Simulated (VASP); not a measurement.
# Au (Fm-3m) in VASP: a series of runs

Runs on Au. Level: PBE. Tasks: single point.

Everything below comes from runs of VASP 6.6.1. Logs are shortened: lines on timing, memory, paths and dates and some standing lists are left out, and cuts for length are marked.

## 1. The cell of the first run

The structure is cubic, space group Fm-3m (No. 225). The conventional cell has a = 4.080 Å, b = 4.080 Å, c = 4.080 Å, α = 90.00°, β = 90.00°, γ = 90.00°. Within 3.8 Å of Au (site symmetry m-3m) lie 12 Au at 2.88 Å.

## 2. Single point, PBE

INCAR reads:

```
PREC     = Accurate       # precision mode
ENCUT    = 520            # plane-wave cutoff, eV
EDIFF    = 1E-6           # SCF threshold, eV
ISMEAR   = 0              # smearing method
SIGMA    = 0.05           # smearing width, eV
LREAL    = False          # projectors in reciprocal space
LASPH    = True           # aspherical terms in the spheres
NELM     = 100            # most SCF steps
ALGO     = Normal         # electronic algorithm
ISIF     = 2              # what is computed and relaxed
LWAVE    = False          # write WAVECAR
LCHARG   = False          # write CHGCAR
GGA      = PE             # functional
NBANDS   = 12             # bands
```

KPOINTS reads:

```
Automatic mesh
0
Gamma
  8 8 8
```

POSCAR reads:

```
Au
1.0
    0.0000000000      2.0400000000      2.0400000000
    2.0400000000      0.0000000000      2.0400000000
    2.0400000000      2.0400000000      0.0000000000
Au
1
Direct
    0.0000000000      0.0000000000      0.0000000000
```

Potentials or basis: VASP PAW PBE potentials, release 64 (Au).

Command:

```sh
> cat potpaw_PBE.64/Au/POTCAR > POTCAR
> mpirun -np 1 vasp_std > vasp.out
```

OUTCAR:

```text
PREC = Accurate
   ENCUT = 520
   EDIFF = 1E-6
   ISMEAR = 0
   LREAL = False
   LASPH = True
   NELM = 100
   ISIF = 2
   GGA = PE

 ion  position               nearest neighbor table
   1  0.000  0.000  0.000-

  LATTYP: Found a face centered cubic cell.
 ALAT       =     4.0800000000

  Lattice vectors:

 A1 = (   0.0000000000,   2.0400000000,   2.0400000000)
 A2 = (   2.0400000000,   0.0000000000,   2.0400000000)
 A3 = (   2.0400000000,   2.0400000000,   0.0000000000)

Analysis of symmetry for initial positions (statically):
=====================================================================
 Subroutine PRICEL returns:
 Original cell was already a primitive cell.

 Routine SETGRP: Setting up the symmetry group for a
 face centered cubic supercell.

 Subroutine GETGRP returns: Found 48 space group operations
 (whereof 48 operations were pure point group operations)
 out of a pool of 48 trial point group operations.

The static configuration has the point symmetry O_h .

Analysis of symmetry for dynamics (positions and initial velocities):
=====================================================================
 Subroutine PRICEL returns:
 Original cell was already a primitive cell.

 Routine SETGRP: Setting up the symmetry group for a
 face centered cubic supercell.

 Subroutine GETGRP returns: Found 48 space group operations
 (whereof 48 operations were pure point group operations)
 out of a pool of 48 trial point group operations.

The dynamic configuration has the point symmetry O_h .

 Subroutine INISYM returns: Found 48 space group operations
 (whereof 48 operations are pure point group operations),
 and found     1 'primitive' translations

----------------------------------------------------------------------------------------

                                     Primitive cell

  volume of cell :      16.9793

  direct lattice vectors                    reciprocal lattice vectors
     0.000000000  2.040000000  2.040000000    -0.245098039  0.245098039  0.245098039
     2.040000000  0.000000000  2.040000000     0.245098039 -0.245098039  0.245098039
     2.040000000  2.040000000  0.000000000     0.245098039  0.245098039 -0.245098039

  length of vectors
     2.884995667  2.884995667  2.884995667     0.424522257  0.424522257  0.424522257

  position of ions in fractional coordinates (direct lattice)
     0.000000000  0.000000000  0.000000000

  ion indices of the primitive-cell ions
[... 81 lines left out ...]
   ISYM   =      2    0-nonsym 1-usesym 2-fastsym
   POTIM  = 0.5000    time-step for ionic-motion
   TEBEG  =    0.0;   TEEND  =   0.0 temperature during run
   PSTRESS=    0.0 pullay stress
   NELECT =      11.0000    total number of electrons
   NUPDOWN=      -1.0000    fix difference up-down
   EMIN   =  10.00;   EMAX   =-10.00  energy-range for DOS
   EFERMI =   0.00;   METHOD = LEGACY
   ISMEAR =     0;   SIGMA  =   0.05  broadening in eV -4-tet -1-fermi 0-gaus
   EFERMI_NEDOS =   21; number of points for ismear=-14 and -15
   IALGO  =     38    algorithm
   IMIX   =      4    mixing-type and parameters
     AMIX     =   0.40;   BMIX     =  1.00
     AMIX_MAG =   1.60;   BMIX_MAG =  1.00
  volume/ion in A,a.u.               =      16.98       114.58
  Fermi-wavevector in a.u.,A,eV,Ry     =   1.416551  2.676893 27.301680  2.006617
  Thomas-Fermi vector in A             =   2.537874
   LORBIT       =      0    0 simple, 1 ext, 2 COOP (PROOUT), +10 PAW based schemes
   GGA     = PE    functional components
   LHFCALC =     F    Hartree Fock is set to
   AEXX    =    0.0000 exact exchange contribution
   IVDW    =     0    specifies the selected vdW correction
   LEPSILON=     F    determine dielectric tensor
   LRPA    =     F    only Hartree local field effects (RPA)
 non-spin polarized calculation
 Gauss-broadening in eV      SIGMA  =   0.05
  energy-cutoff  :      520.00
  volume of cell :       16.98
 maximum number of plane-waves:       469
 NGX is ok and might be reduce to    24
   NGX = 11   NGY = 11   NGZ = 11

 number of electron      11.0000000 magnetization

 Free energy of the ion-electron system (eV)
  ---------------------------------------------------
  ext. energy  EPLUGINS =         0.00000000
  ---------------------------------------------------
  free energy    TOTEN  =        -3.15492986 eV

  energy without entropy =       -3.15341309  energy(sigma->0) =       -3.15417148

 E-fermi :   9.4485     XC(G=0): -12.7370

 val. band max:        9.4111793835   @ k =   0.5000   0.2500   0.1250
 cond. band min:       9.6792496750   @ k =   0.5000   0.3750   0.1250
 fundamental gap:      0.2680702915
 Fermi energy:         9.4484606167

 k-point     1 :       0.0000    0.0000    0.0000
  band No.  band energies     occupation
      1      -0.3578      2.00000
      2       4.8318      2.00000
      3       4.8318      2.00000
      4       4.8318      2.00000
      5       6.3579      2.00000
      6       6.3579      2.00000
      7      24.0533      0.00000
      8      28.0756      0.00000
      9      28.0756      0.00000
     10      28.0756      0.00000
     11      32.9889      0.00000
     12      37.6752      0.00000
[... 331 lines left out ...]
 k-point    24 :      -0.3750    0.2500    0.1250
  band No.  band energies     occupation
      1       3.2154      2.00000
      2       4.1554      2.00000
      3       5.2689      2.00000
      4       5.6688      2.00000
      5       7.4263      2.00000
      6      12.1891      0.00000
      7      12.6232      0.00000
      8      21.7559      0.00000
      9      22.6889      0.00000
     10      27.2334      0.00000
     11      33.4452      0.00000
     12      36.4448      0.00000

 [... further k-points ...]

------------------------ aborting loop because EDIFF is reached ----------------------------------------

  FORCE on cell =-STRESS in cart. coord.  units (eV):
  Direction    XX          YY          ZZ          XY          YZ          ZX
  --------------------------------------------------------------------------------------
  -------------------------------------------------------------------------------------
  Total        1.0642333      1.0642333      1.0642333     -0.0000000      0.0000000      0.0000000
  in kB      100.4215474    100.4215474    100.4215474     -0.0000000      0.0000000      0.0000000
  external PRESSURE =     100.4215474 kB  Pullay stress =       0.0000000 kB

 VOLUME and BASIS-vectors are now :
 -----------------------------------------------------------------------------
  energy-cutoff  :      520.00
  volume of cell :       16.98
      direct lattice vectors                 reciprocal lattice vectors
     0.000000000  2.040000000  2.040000000    -0.245098039  0.245098039  0.245098039
     2.040000000  0.000000000  2.040000000     0.245098039 -0.245098039  0.245098039
     2.040000000  2.040000000  0.000000000     0.245098039  0.245098039 -0.245098039

 POSITION                                       TOTAL-FORCE (eV/Angst)
 -----------------------------------------------------------------------------------
      0.00000      0.00000      0.00000         0.000000     -0.000000      0.000000
 -----------------------------------------------------------------------------------
    total drift:                               -0.000000      0.000000     -0.000000

  FREE ENERGIE OF THE ION-ELECTRON SYSTEM (eV)
  ---------------------------------------------------
  free  energy   TOTEN  =        -3.1549298573 eV

  energy  without entropy=       -3.1534130941  energy(sigma->0) =       -3.15417148
```

OSZICAR:

```text
N       E                     dE             d eps       ncg     rms          rms(c)
DAV:   1     0.510062754342E+02    0.51006E+02   -0.55140E+03   696   0.811E+02
DAV:   2    -0.262516832007E+01   -0.53631E+02   -0.51170E+02   828   0.188E+02
DAV:   3    -0.341268577236E+01   -0.78752E+00   -0.77809E+00   824   0.218E+01
DAV:   4    -0.341534977552E+01   -0.26640E-02   -0.26639E-02   856   0.148E+00
DAV:   5    -0.341536919468E+01   -0.19419E-04   -0.19419E-04   852   0.121E-01    0.965E+00
DAV:   6    -0.317659725475E+01    0.23877E+00   -0.62535E-01   764   0.641E+00    0.609E+00
DAV:   7    -0.315712845312E+01    0.19469E-01   -0.68851E-02   804   0.214E+00    0.277E+00
DAV:   8    -0.315493703002E+01    0.21914E-02   -0.19577E-03   772   0.379E-01    0.256E-01
DAV:   9    -0.315492467553E+01    0.12354E-04   -0.90644E-06   844   0.271E-02    0.187E-02
DAV:  10    -0.315492987010E+01   -0.51946E-05   -0.24776E-06   812   0.149E-02    0.868E-04
DAV:  11    -0.315492985734E+01    0.12762E-07   -0.55842E-08   448   0.183E-03
   1 F= -.31549299E+01 E0= -.31541715E+01  d E =-.151676E-02
```

stdout:

```text
POSCAR found type information on POSCAR Au
 POSCAR found :  1 types and       1 ions
 scaLAPACK will be used
 LDA part: xc-table for (Slater+PW92), standard interpolation
 POSCAR, INCAR and KPOINTS ok, starting setup
 FFT: planning ... GRIDC
 FFT: planning ... GRID_SOFT
 FFT: planning ... GRID
 WAVECAR not read
 entering main loop
```

It took 5 s on 1 thread of Intel Xeon 6975P-C (Granite Rapids), shared host; peak memory 0.14 GiB.

Results:

```
Free energy : -3.1549 eV
Pressure    : 10.0 GPa
```

Caveat: spin-orbit coupling is left out, which moves the levels of the heavy elements.

## 3. Single point, PBE

This run uses another cell than the first one, of 18.15 Å³/atom, 1.069 times its volume.

INCAR reads:

```
PREC = Accurate
ENCUT = 520
EDIFF = 1E-6
ISMEAR = 0
SIGMA = 0.05
LREAL = F
LASPH = T
NELM = 60
ALGO = Normal
ISIF = 2
LWAVE = F
LCHARG = F
GGA = PE
NBANDS = 12
```

KPOINTS is that of step 2.

POSCAR reads:

```
Au
1.0
    0.0000000000      2.0858899950      2.0858899950
    2.0858899950      0.0000000000      2.0858899950
    2.0858899950      2.0858899950      0.0000000000
Au
1
Direct
    0.0000000000      0.0000000000      0.0000000000
```

Potentials or basis: VASP PAW PBE potentials, release 64 (Au).

Command:

```sh
> cat potpaw_PBE.64/Au/POTCAR > POTCAR
> mpirun -np 1 vasp_std > vasp.out
```

Run time: 3.3 s. Hardware: 1 thread of Intel Xeon 6975P-C (Granite Rapids), shared host; peak memory 0.14 GiB.

It converged, with:

```yaml
Free_energy: -3.1863 eV
Pressure: -0.9 GPa
```

Levels at points of the mesh, in eV from the Fermi level:
| k point | band 3 | band 4 | band 5 | band 6 | band 7 | band 8 | band 9 | band 10 |
| --- | --- | --- | --- | --- | --- | --- | --- | --- |
| (0.00, 0.00, 0.00) | -4.22 | -4.22 | -2.87 | -2.87 | 14.73 | 18.37 | 18.37 | 18.37 |
| (0.50, 0.00, 0.00) | -4.25 | -1.79 | -1.79 | -0.53 | 2.89 | 14.17 | 16.79 | 16.79 |
| (0.50, 0.50, 0.00) | -1.83 | -1.50 | -1.50 | 1.34 | 5.42 | 9.97 | 9.97 | 16.68 |

Caveat: spin-orbit coupling is left out, which moves the levels of the heavy elements.

## 4. Single point, PBE

This run uses another cell than the first one, of 18.07 Å³/atom, 1.064 times its volume.

INCAR reads:

```
  PREC = Accurate
  ENCUT = 520
  EDIFF = 1E-6
  ISMEAR = 0
  SIGMA = 0.05
  LREAL = F
  LASPH = T
  NELM = 80
  ALGO = Normal
  ISIF = 2
  LWAVE = F
  LCHARG = F
  GGA = PE
  NBANDS = 12
```

KPOINTS reads:

```
regular mesh
0
Gamma
  8 8 8
```

POSCAR reads:

```
Au
1.0
    0.0000000000      2.0827296870      2.0827296870
    2.0827296870      0.0000000000      2.0827296870
    2.0827296870      2.0827296870      0.0000000000
Au
1
Direct
    0.0000000000      0.0000000000      0.0000000000
```

Command:

```sh
> cat potpaw_PBE.64/Au/POTCAR > POTCAR
> mpirun -np 1 vasp_std > vasp.out
```

Run time: 4.7 s. Hardware: 1 thread of Intel Xeon 6975P-C (Granite Rapids), shared host; peak memory 0.14 GiB.

Results (log left out):

- Free energy: -3.1866 eV
- Pressure: -0.3 GPa

Levels at points of the mesh, in eV from the Fermi level:
| k point | band 3 | band 4 | band 5 | band 6 | band 7 | band 8 | band 9 | band 10 |
| --- | --- | --- | --- | --- | --- | --- | --- | --- |
| (0.00, 0.00, 0.00) | -4.25 | -4.25 | -2.88 | -2.88 | 14.72 | 18.39 | 18.39 | 18.39 |
| (0.50, 0.00, 0.00) | -4.28 | -1.80 | -1.80 | -0.55 | 2.91 | 14.16 | 16.83 | 16.83 |
| (0.50, 0.50, 0.00) | -1.84 | -1.51 | -1.51 | 1.32 | 5.45 | 9.98 | 9.98 | 16.72 |

Caveat: spin-orbit coupling is left out, which moves the levels of the heavy elements.

## 5. Summary

| cell | gap on the mesh (eV) | pressure (GPa) |
| --- | --- | --- |
| a = 2.885 Å, angles 60.0°, 1 atom | none | 10.0 |
| a = 2.950 Å, angles 60.0°, 1 atom | none | -0.9 |
| a = 2.945 Å, angles 60.0°, 1 atom | none | -0.3 |

Alike in all rows: task single point; level PBE; potentials or basis VASP PAW PBE potentials, release 64 (Au); no spin polarisation; k mesh 8 × 8 × 8; cutoff (eV) 520; smearing gaussian 0.05 eV.

Caveats: spin-orbit coupling is left out, which moves the levels of the heavy elements.

Absolute energies hang on the potentials; compare differences alone.
